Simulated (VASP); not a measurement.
SiH4CO: single point with PBE

The system is SiH4CO.

```
CELL_PARAMETERS angstrom
9.08560 0.00000 0.00000
0.00000 9.08560 0.00000
0.00000 0.00000 9.08560
ATOMIC_POSITIONS crystal
Si 0.58431 0.31348 0.75552
Si 0.87219 0.93364 0.19316
Si 0.08734 0.58258 0.01485
Si 0.10737 0.98348 0.65892
Si 0.54097 0.79841 0.53668
H 0.42123 0.27971 0.74920
H 0.63188 0.37015 0.60594
H 0.59220 0.42778 0.86872
H 0.67282 0.17702 0.82004
H 0.79828 0.05626 0.26234
H 0.83985 0.78051 0.26851
H 0.81132 0.93861 0.03503
H 0.03030 0.95670 0.16849
H 0.11756 0.61624 0.17108
H 0.98571 0.45020 0.02158
H 0.00720 0.69902 0.94172
H 0.23317 0.53906 0.95050
H 0.94971 0.99839 0.69757
H 0.17272 0.84025 0.71261
H 0.11797 0.97891 0.49126
H 0.19456 0.10642 0.72471
H 0.56406 0.92906 0.64125
H 0.46578 0.67829 0.62071
H 0.44343 0.84799 0.41588
H 0.67199 0.73308 0.47642
O 0.14568 0.26960 0.37950
O 0.53853 0.68631 0.02404
O 0.52730 0.29394 0.23736
O 0.22747 0.17921 0.05658
O 0.01900 0.57331 0.53248
C 0.23825 0.35669 0.37971
C 0.46150 0.77299 0.07061
C 0.65131 0.30147 0.23392
C 0.28982 0.08620 0.99657
C 0.96759 0.55545 0.64640
```

```
Program             : VASP 6.6.1
Task                : single point
Functional          : PBE
Potentials or basis : VASP PAW PBE potentials, release 64 (Si, H_h, O_h, C_h)
Cutoff              : 1000 eV
k mesh              : 1 × 1 × 1
Occupations         : fermi-dirac, width 0.02 eV
Spin                : no spin polarisation
```

| Quantity | Value |
| --- | --- |
| Pressure | -0.4 GPa |
| Largest force | 2.038 eV/Å |
| Band gap on the k mesh | 5.49 eV |

Forces in eV/Å, atoms in the order of the input:
```
Si  -0.001 -1.034  0.262
Si  -0.467 -1.523 -1.147
Si   0.035 -1.449  0.606
Si   0.397 -0.417 -0.625
Si  -1.001  0.511  0.977
H    0.375 -0.154 -0.147
H    0.071 -0.278  0.422
H    0.248  0.469  0.211
H   -0.632  1.001 -0.773
H   -0.220  0.529  0.717
H    0.237  1.168 -0.530
H    0.085 -0.277  0.632
H    0.383  0.050  0.320
H    0.046  0.299  0.237
H    0.284  0.243 -0.179
H   -0.145  0.695 -0.402
H   -0.259  0.164 -0.224
H   -0.148 -0.038  0.159
H   -0.233  0.286  0.012
H    0.029  0.136  0.571
H   -0.097  0.003 -0.197
H    0.134 -0.537 -0.453
H   -0.051  0.103 -0.007
H   -0.081  0.053 -0.168
H    0.948 -0.157 -0.307
O    1.475  1.406 -0.006
O    0.030  0.024 -0.011
O   -0.696 -0.109 -0.041
O    0.967 -1.403 -0.911
O   -0.573 -0.148  1.155
C   -1.528 -1.341  0.060
C    0.011 -0.051  0.065
C    0.775  0.165 -0.010
C   -0.922  1.471  0.923
C    0.522  0.142 -1.191
```

Stress tensor (GPa, compression positive):
```
 0.07 -0.14  0.00
-0.14 -0.72  0.42
 0.00  0.42 -0.47
```

Levels at points of the mesh, in eV from the valence-band top:
```tsv
k point	band 41	band 42	band 43	band 44	band 45	band 46	band 47	band 48	band 49	band 50
(0.00, 0.00, 0.00)	-0.31	-0.19	-0.17	-0.10	0.00	5.49	5.55	5.57	5.74	5.74
```

Wall time 5.7 min on 1 thread of AMD EPYC 7R13 Processor (Zen 3) (shared host), peak memory 1.5 GiB.

Caveat: the k points lie up to 0.69 Å⁻¹ apart.
